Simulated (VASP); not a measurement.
A run of VASP 6.6.1 is set up as follows.

POSCAR

```
KBr
1.0
    3.9758690659      0.0000000000      0.0000000000
    0.0000000000      3.9758690659      0.0000000000
    0.0000000000      0.0000000000      3.9758690659
K Br
1 1
Direct
    0.0000000000      0.0000000000      0.0000000000
    0.5000000000      0.5000000000      0.5000000000
```

Contents of INCAR.step1:

```
SYSTEM = KBr
  ALGO = Normal
  EDIFF = 1E-8
  ENCUT = 500
  ISMEAR = 0
  LASPH = .True.
  LCHARG = .False.
  LMIXTAU = .True.
  LREAL = .False.
  LWAVE = .True.
  METAGGA = R2SCAN
  NELM = 60
  PREC = Accurate
  SIGMA = 0.01
```

File INCAR.step2:

```
SYSTEM = KBr
  ALGO = Exact
  EDIFF = 1E-8
  ENCUT = 500
  ISMEAR = 0
  ISTART = 1
  LASPH = .True.
  LCHARG = .False.
  LMIXTAU = .True.
  LOPTICS = .True.
  LREAL = .False.
  LWAVE = .True.
  METAGGA = R2SCAN
  NBANDS = 110
  NELM = 1
  PREC = Accurate
  SIGMA = 0.01
```

INCAR.step3

```
SYSTEM = KBr
  ALGO = EVGW0
  EDIFF = 1E-8
  ENCUT = 500
  ENCUTGW = 80.0
  ISMEAR = 0
  ISTART = 1
  LASPH = .True.
  LCHARG = .False.
  LMIXTAU = .True.
  LREAL = .False.
  LWAVE = .False.
  METAGGA = R2SCAN
  NBANDS = 110
  NBANDSGW = 16
  NELMGW = 1
  NOMEGA = 96
  OMEGAMAX = 30
  PREC = Accurate
  PRECFOCK = Fast
  SIGMA = 0.01
```

The input KPOINTS:

```
k-points
0
Gamma
  4 4 4
  0 0 0
```

Potentials or basis: VASP PAW PBE potentials, release 64 (K_sv_GW, Br_GW).

The run is started by

```console
$ cat potpaw_PBE.64/K_sv_GW/POTCAR potpaw_PBE.64/Br_GW/POTCAR > POTCAR
$ cp INCAR.step1 INCAR
$ mpirun -np 1 vasp_std > vasp.out
$ cp INCAR.step2 INCAR
$ mpirun -np 1 vasp_std > vasp.out
$ cp INCAR.step3 INCAR
$ mpirun -np 1 vasp_std > vasp.out
```

Estimate the quasiparticle gap.

6.49 eV.

Predict the least direct quasiparticle gap.

6.82 eV.

Estimate the band gap of the starting levels on the mesh.

4.76 eV.

Predict the least direct gap of the starting levels on the mesh.

5.04 eV.

Caveat: the k points lie up to 0.40 Å⁻¹ apart; bands, screening cutoff and mesh are small and nothing is extrapolated, so the quasiparticle values aren't converged.
